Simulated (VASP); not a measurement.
Here is a VASP 6.6.1 calculation.

Contents of INCAR:

```
SYSTEM = Zn
ALGO = Normal
EDIFF = 1E-6
ENCUT = 520
GGA = CA
ISIF = 2
ISMEAR = -1
LASPH = .TRUE.
LCHARG = .FALSE.
LREAL = .FALSE.
LWAVE = .FALSE.
NBANDS = 12
NELM = 60
PREC = Accurate
SIGMA = 0.05
```

File KPOINTS:

```
k-points
0
G
  8 8 8
  0 0 0
```

POSCAR

```
Zn
1.0
   -1.4978212327      1.4978212327      1.4978212327
    1.4978212327     -1.4978212327      1.4978212327
    1.4978212327      1.4978212327     -1.4978212327
Zn
1
Direct
    0.0000000000      0.0000000000      0.0000000000
```

Potentials or basis: VASP PAW LDA potentials, release 64 (Zn).

Launch:

```bash
$ cat potpaw_LDA.64/Zn/POTCAR > POTCAR
$ mpirun -np 1 vasp_std > vasp.out
```

Task: What does it give for the band gap on the k mesh?

Result: Zero (band 6 reaches 8.31 eV, above the bottom of band 7 at 3.15 eV).

Task: What does it give for the pressure?

Result: 1.0 GPa.

Caveat: the k points lie up to 0.37 Å⁻¹ apart.
